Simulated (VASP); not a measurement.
# Ge in VASP: single point with PBEsol

Aim: the single point of Ge with PBEsol.

All numbers are computed with VASP 6.6.1; they aren't measurements. Logs are shortened: lines on timing, memory, paths and dates and some standing lists are left out, and cuts for length are marked.

## (1) The cell of the first run

The cell holds a slab with vacuum, 9 atoms: a = 4.013 Å, b = 5.676 Å, c = 25.020 Å, α = 90.00°, β = 90.00°, γ = 90.00°.

## (2) Single point, PBEsol

The input, INCAR:

```
ALGO = Normal ; DIPOL = 0.5 0.5 0.479
EDIFF = 1E-6 ; ENCUT = 520
GGA = PS ; IDIPOL = 3
ISIF = 2 ; ISMEAR = 0
LASPH = T ; LCHARG = F
LDIPOL = T ; LREAL = F
LWAVE = F ; NBANDS = 73
NELM = 80 ; PREC = Accurate
SIGMA = 0.1
```

The input, KPOINTS:

```
k-points
0
Gamma
  7 5 1
```

The input, POSCAR:

```
Ge
1.0
    4.0133694117      0.0000000000      0.0000000000
    0.0000000000      5.6757614529      0.0000000000
    0.0000000000      0.0000000000     25.0200541176
Ge
9
Direct
    0.5000000000      0.0000000000      0.3397274826
    0.0000000000      0.2500000000      0.3397274826
    0.0000000000      0.5000000000      0.4199305348
    0.5000000000      0.7500000000      0.4199305348
    0.5000000000     -0.0001261211      0.5010172976
    0.0000000000      0.2555898334      0.5038158174
    0.0000000000      0.5046127653      0.5912812057
    0.5000000000      0.7878053432      0.5905812523
    0.0000000000      0.0705269787      0.6083062626
```

Potentials or basis: VASP PAW PBE potentials, release 64 (Ge_d).

Launch:

```sh
$ cat potpaw_PBE.64/Ge_d/POTCAR > POTCAR
$ mpirun -np 1 vasp_std > vasp.out
```

OUTCAR:

```text
EDIFF = 1E-6
   ENCUT = 520
   GGA = PS
   ISIF = 2
   ISMEAR = 0
   LASPH = T
   LREAL = F
   NELM = 80
   PREC = Accurate

 ion  position               nearest neighbor table
   1  0.500  0.000  0.340-   2 2.46   2 2.46   4 2.46
   2  0.000  0.250  0.340-   1 2.46   1 2.46   3 2.46
   3  0.000  0.500  0.420-   4 2.46   4 2.46   2 2.46   6 2.52
   4  0.500  0.750  0.420-   3 2.46   3 2.46   1 2.46   5 2.48
   5  0.500  1.000  0.501-   4 2.48   6 2.48   6 2.48   8 2.54
   6  0.000  0.256  0.504-   5 2.48   5 2.48   3 2.52   7 2.61   9 2.82
   7  0.000  0.505  0.591-   9 2.50   8 2.57   8 2.57   6 2.61
   8  0.500  0.788  0.591-   5 2.54   7 2.57   7 2.57   9 2.61   9 2.61
   9  0.000  0.071  0.608-   7 2.50   8 2.61   8 2.61   6 2.82

  LATTYP: Found a simple orthorhombic cell.
 ALAT       =     4.0133694117
 B/A-ratio  =     1.4142135624
 C/A-ratio  =     6.2341767106

  Lattice vectors:

 A1 = (   4.0133694117,   0.0000000000,   0.0000000000)
 A2 = (   0.0000000000,   5.6757614529,   0.0000000000)
 A3 = (   0.0000000000,   0.0000000000,  25.0200541176)

Analysis of symmetry for initial positions (statically):
=====================================================================
 Subroutine PRICEL returns:
 Original cell was already a primitive cell.

 Routine SETGRP: Setting up the symmetry group for a
 simple orthorhombic supercell.

 Subroutine GETGRP returns: Found  2 space group operations
 (whereof  2 operations were pure point group operations)
 out of a pool of  8 trial point group operations.

The static configuration has the point symmetry C_1h.

Analysis of symmetry for dynamics (positions and initial velocities):
=====================================================================
 Subroutine PRICEL returns:
 Original cell was already a primitive cell.

 Routine SETGRP: Setting up the symmetry group for a
 simple orthorhombic supercell.

 Subroutine GETGRP returns: Found  2 space group operations
 (whereof  2 operations were pure point group operations)
 out of a pool of  8 trial point group operations.

The dynamic configuration has the point symmetry C_1h.

 Subroutine INISYM returns: Found  2 space group operations
 (whereof  2 operations are pure point group operations),
 and found     1 'primitive' translations

----------------------------------------------------------------------------------------

                                     Primitive cell

  volume of cell :     569.9300

  direct lattice vectors                    reciprocal lattice vectors
     4.013369412  0.000000000  0.000000000     0.249167195  0.000000000  0.000000000
     0.000000000  5.675761453  0.000000000     0.000000000  0.176187813  0.000000000
     0.000000000  0.000000000 25.020054118     0.000000000  0.000000000  0.039967939

  length of vectors
     4.013369412  5.675761453 25.020054118     0.249167195  0.176187813  0.039967939

  position of ions in fractional coordinates (direct lattice)
     0.500000000  0.000000000  0.339727483
     0.000000000  0.250000000  0.339727483
     0.000000000  0.500000000  0.419930535
     0.500000000  0.750000000  0.419930535
     0.500000000  0.999873879  0.501017298
     0.000000000  0.255589833  0.503815817
     0.000000000  0.504612765  0.591281206
     0.500000000  0.787805343  0.590581252
     0.000000000  0.070526979  0.608306263

  ion indices of the primitive-cell ions
   primitive index   ion index
                 1           1
                 2           2
                 3           3
                 4           4
                 5           5
                 6           6
                 7           7
                 8           8
                 9           9

----------------------------------------------------------------------------------------

 KPOINTS: k-points

Automatic generation of k-mesh.
 Grid dimensions read from file:
 generate k-points for:    7    5    1

 Generating k-lattice:

  Cartesian coordinates                     Fractional coordinates (reciprocal lattice)
     0.035595314  0.000000000  0.000000000     0.142857143  0.000000000  0.000000000
     0.000000000  0.035237563  0.000000000     0.000000000  0.200000000  0.000000000
     0.000000000  0.000000000  0.039967939     0.000000000  0.000000000  1.000000000

  Length of vectors
     0.035595314  0.035237563  0.039967939

  Shift w.r.t. Gamma in fractional coordinates (k-lattice)
     0.000000000  0.000000000  0.000000000

 Subroutine IBZKPT returns following result:
 ===========================================

 Found     12 irreducible k-points:

 Following reciprocal coordinates:
            Coordinates               Weight
  0.000000  0.000000  0.000000      1.000000
  0.142857  0.000000  0.000000      2.000000
  0.285714  0.000000  0.000000      2.000000
  0.428571  0.000000  0.000000      2.000000
  0.000000  0.200000  0.000000      2.000000
  0.142857  0.200000  0.000000      4.000000
  0.285714  0.200000  0.000000      4.000000
  0.428571  0.200000  0.000000      4.000000
  0.000000  0.400000  0.000000      2.000000
  0.142857  0.400000  0.000000      4.000000
  0.285714  0.400000  0.000000      4.000000
  0.428571  0.400000  0.000000      4.000000
   k-points           NKPTS =     12   k-points in BZ     NKDIM =     12   number of bands    NBANDS=     73
   number of dos      NEDOS =    301   number of ions     NIONS =      9
   total plane-waves  NPLWV = 241920
   dimension x,y,z NGX =    30 NGY =   42 NGZ =  192
   dimension x,y,z NGXF=    60 NGYF=   84 NGZF=  384
   ions per type =               9
   NGX,Y,Z   is equivalent  to a cutoff of  12.43, 12.30, 12.76 a.u.
   NGXF,Y,Z  is equivalent  to a cutoff of  24.85, 24.60, 25.51 a.u.
 SYSTEM =  unknown system
   PREC   = accura    normal or accurate (medium, high low for compatibility)
   ISTART =      0    job   : 0-new  1-cont  2-samecut
   ICHARG =      2    charge: 1-file 2-atom 10-const
   ISPIN  =      1    spin polarized calculation?
   LNONCOLLINEAR =      F non collinear calculations
   LSORBIT =      F    spin-orbit coupling
   LASPH  =      T    aspherical Exc in radial PAW
   ENCUT  =  520.0 eV  38.22 Ry    6.18 a.u.   7.46 10.55 46.52*2*pi/ulx,y,z
   NELM   =     80;   NELMIN=  2; NELMDL= -5     # of ELM steps
   EDIFF  = 0.1E-05   stopping-criterion for ELM
   LREAL  =      F    real-space projection
   EDIFFG = 0.1E-04   stopping-criterion for IOM
   NSW    =      0    number of steps for IOM
   IBRION =     -1    ionic relax: 0-MD 1-quasi-New 2-CG
   NFREE  =      0    steps in history (QN), initial steepest desc. (CG)
   ISIF   =      2    stress and relaxation
   ISYM   =      2    0-nonsym 1-usesym 2-fastsym
   POTIM  = 0.5000    time-step for ionic-motion
   TEBEG  =    0.0;   TEEND  =   0.0 temperature during run
   PSTRESS=    0.0 pullay stress
   NELECT =     126.0000    total number of electrons
   NUPDOWN=      -1.0000    fix difference up-down
   EMIN   =  10.00;   EMAX   =-10.00  energy-range for DOS
   EFERMI =   0.00;   METHOD = LEGACY
   ISMEAR =     0;   SIGMA  =   0.10  broadening in eV -4-tet -1-fermi 0-gaus
   EFERMI_NEDOS =   21; number of points for ismear=-14 and -15
   IALGO  =     38    algorithm
   IMIX   =      4    mixing-type and parameters
     AMIX     =   0.40;   BMIX     =  1.00
     AMIX_MAG =   1.60;   BMIX_MAG =  1.00
  volume/ion in A,a.u.               =      63.33       427.34
  Fermi-wavevector in a.u.,A,eV,Ry     =   0.989900  1.870639 13.332367  0.979901
  Thomas-Fermi vector in A             =   2.121531
   LORBIT       =      0    0 simple, 1 ext, 2 COOP (PROOUT), +10 PAW based schemes
   GGA     = PS    functional components
   LHFCALC =     F    Hartree Fock is set to
   AEXX    =    0.0000 exact exchange contribution
   IVDW    =     0    specifies the selected vdW correction
   LEPSILON=     F    determine dielectric tensor
   LRPA    =     F    only Hartree local field effects (RPA)
 non-spin polarized calculation
 Gauss-broadening in eV      SIGMA  =   0.10
  energy-cutoff  :      520.00
  volume of cell :      569.93
 maximum number of plane-waves:     15403
 NGX is ok and might be reduce to    30
   NGX = 15   NGY = 21   NGZ = 93

 dipolmoment           0.000000      0.000000      0.243937 electrons x Angstroem

 number of electron     125.9999830 magnetization

 dipolmoment           0.000000      0.000000     -0.076964 electrons x Angstroem

 Free energy of the ion-electron system (eV)
  ---------------------------------------------------
  ext. energy  EPLUGINS =         0.00000000
  ---------------------------------------------------
  free energy    TOTEN  =       -40.58820467 eV

  energy without entropy =      -40.56722761  energy(sigma->0) =      -40.57771614

 E-fermi :  -1.2076     XC(G=0):  -4.2084

 val. band max:       -1.2328693853   @ k =   0.4286   0.2000   0.0000
 cond. band min:      -1.2049835858   @ k =   0.0000   0.0000   0.0000
 fundamental gap:      0.0278857995
 Fermi energy:        -1.2075576391

 k-point     1 :       0.0000    0.0000    0.0000
  band No.  band energies     occupation
      1     -25.9751      2.00000
      2     -25.9505      2.00000
      3     -25.9456      2.00000
      4     -25.9229      2.00000
      5     -25.9073      2.00000
      6     -25.8235      2.00000
[... 65 lines left out ...]
     72       2.1253      0.00000
     73       2.4360      0.00000

 k-point     2 :       0.1429    0.0000    0.0000
  band No.  band energies     occupation
      1     -25.9754      2.00000
      2     -25.9522      2.00000
      3     -25.9420      2.00000
      4     -25.9233      2.00000
      5     -25.9032      2.00000
      6     -25.8285      2.00000
[... 752 lines left out ...]
 k-point    12 :       0.4286    0.4000    0.0000
  band No.  band energies     occupation
      1     -25.9758      2.00000
      2     -25.9471      2.00000
      3     -25.9398      2.00000
      4     -25.9105      2.00000
      5     -25.8888      2.00000
      6     -25.8324      2.00000
[... 65 lines left out ...]
     72       2.6378      0.00000
     73       3.2936      0.00000

------------------------ aborting loop because EDIFF is reached ----------------------------------------

 vacuum level on the upper side and lower side of the slab       (xc-potential included)        -0.434         0.160

  FORCE on cell =-STRESS in cart. coord.  units (eV):
  Direction    XX          YY          ZZ          XY          YZ          ZX
  --------------------------------------------------------------------------------------
  -------------------------------------------------------------------------------------
  Total       -0.1146295     -1.2618399     -0.3072978      0.0000000     -0.1104320      0.0000000
  in kB       -0.3222446     -3.5472624     -0.8638702      0.0000000     -0.3104447      0.0000000
  external PRESSURE =      -1.5777924 kB  Pullay stress =       0.0000000 kB

 VOLUME and BASIS-vectors are now :
 -----------------------------------------------------------------------------
  energy-cutoff  :      520.00
  volume of cell :      569.93
      direct lattice vectors                 reciprocal lattice vectors
     4.013369412  0.000000000  0.000000000     0.249167195  0.000000000  0.000000000
     0.000000000  5.675761453  0.000000000     0.000000000  0.176187813  0.000000000
     0.000000000  0.000000000 25.020054118     0.000000000  0.000000000  0.039967939

 POSITION                                       TOTAL-FORCE (eV/Angst)
 -----------------------------------------------------------------------------------
      2.00668      0.00000      8.50000         0.000000      0.160171      0.041458
      0.00000      1.41894      8.50000         0.000000     -0.104154      0.060665
      0.00000      2.83788     10.50668         0.000000     -0.145241     -0.058267
      2.00668      4.25682     10.50668         0.000000      0.092194     -0.037206
      2.00668      5.67505     12.53548         0.000000     -0.007875     -0.018401
      0.00000      1.45067     12.60550         0.000000     -0.001393      0.020206
      0.00000      2.86406     14.79389         0.000000     -0.001326     -0.022587
      2.00668      4.47140     14.77637         0.000000      0.008811      0.007486
      0.00000      0.40029     15.21986         0.000000     -0.001187      0.006645
 -----------------------------------------------------------------------------------
    total drift:                                0.000000      0.002143     -0.005517

  FREE ENERGIE OF THE ION-ELECTRON SYSTEM (eV)
  ---------------------------------------------------
  free  energy   TOTEN  =       -40.5882046661 eV

  energy  without entropy=      -40.5672276104  energy(sigma->0) =      -40.57771614

 vacuum level on the upper side and lower side of the slab         2.826         3.430
```

Wall time 25 min (1 thread of Oxide Virtual Turin-like, shared host); peak memory 0.66 GiB.

What came out:

- Free energy: -40.5882 eV
- Largest force: 0.165 eV/Å
- Band gap on the k mesh: zero (band 63 reaches -0.99 eV, above the bottom of band 64 at -1.34 eV)

Forces on the atoms (eV/Å):
```
Ge   0.000  0.160  0.041
Ge   0.000 -0.104  0.061
Ge   0.000 -0.145 -0.058
Ge   0.000  0.092 -0.037
Ge   0.000 -0.008 -0.018
Ge   0.000 -0.001  0.020
Ge   0.000 -0.001 -0.023
Ge   0.000  0.009  0.007
Ge   0.000 -0.001  0.007
```

Levels at points of the mesh, in eV from the Fermi level:
| k point | band 61 | band 62 | band 63 | band 64 | band 65 | band 66 |
| --- | --- | --- | --- | --- | --- | --- |
| (0.00, 0.00, 0.00) | -0.24 | -0.16 | 0.00 | 0.74 | 0.95 | 1.46 |

Caveat: the PAW data sets were made with another functional, which shifts forces and pressure a little.
